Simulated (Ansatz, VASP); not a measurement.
# Two plane-wave programs on Cu

```
CELL_PARAMETERS angstrom
0.00000 1.81717 1.81717
1.81717 0.00000 1.81717
1.81717 1.81717 0.00000
ATOMIC_POSITIONS crystal
Cu 0.00000 0.00000 0.00000
```

Alike in both runs: functional PBE; k mesh 8 × 8 × 8; occupations gaussian, width 0.1 eV; no spin polarisation.

Ansatz relaxed the structure, and its values are those at the end. VASP's run is a single point on that final structure, the one shown.

```csv
,VASP,Ansatz
version,VASP 6.6.1,Ansatz 0.2.0
potentials or method,"VASP PAW PBE potentials, release 64 (Cu), cutoff 520 eV","scalar-relativistic, plane waves, PAW"
valence electrons in the cell,11,19
```

VASP gave:

* gap on the k mesh at the Fermi level (eV): none
* pressure (GPa): 0.8

Which values does Ansatz return?

gap on the k mesh at the Fermi level (eV): none; pressure (GPa): 0.3.

A gap of «none» marks a metal or a gap that the smearing closes. VASP's potentials hold 11 valence electrons a cell and Ansatz's 19, so a difference there can come from the potentials and not from the codes.

The k mesh is coarse, so the values compare programs but aren't converged.
